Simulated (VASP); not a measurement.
The system is Pt.

```
Pt
1.0
     2.74395    0.00000    0.00000
    -0.91465    2.58702    0.00000
    -0.91465   -1.29351    2.24043
Pt
1
Direct
  0.00000 0.00000 0.00000
```

* Program: VASP 6.6.1
* Task: relaxation of cell and atoms
* Functional: PBEsol
* Dispersion: D3(BJ)
* Potentials or basis: VASP PAW PBE potentials, release 64 (Pt)
* Cutoff: 600 eV
* k mesh: 13 × 13 × 13
* Occupations: fermi-dirac, width 0.05 eV
* Spin: no spin polarisation

At the start: pressure -18.5 GPa; volume 15.90 Å³/atom.

Question: How do energy, volume and symmetry change on relaxing?

Answer: Over 5 steps the energy falls by 70.7 meV/atom and the volume is 14.77 Å³/atom (-7.1 %); space group Im-3m (No. 229, to 0.05 Å).

The path:
| step | energy change (eV) | largest force (eV/Å) | pressure (GPa) | volume (Å³) |
| --- | --- | --- | --- | --- |
| 1 | 0.0000 | 0.0000 | -18.51 | 15.90 |
| 2 | 0.6728 | 0.0000 | 107.31 | 12.04 |
| 3 | -0.0702 | 0.0000 | -1.73 | 14.86 |
| 4 | -0.0706 | 0.0000 | -0.55 | 14.80 |
| 5 | -0.0707 | 0.0000 | 0.01 | 14.77 |

Final structure:
```
Pt
1.0
     2.67741    0.00000    0.00000
    -0.89247    2.52428    0.00000
    -0.89247   -1.26214    2.18609
Pt
1
Direct
  0.00000 0.00000 0.00000
```

Caveat: the PAW data sets were made with another functional, which shifts forces and pressure a little; pairwise dispersion overbinds metals, which lowers pressure and volume.
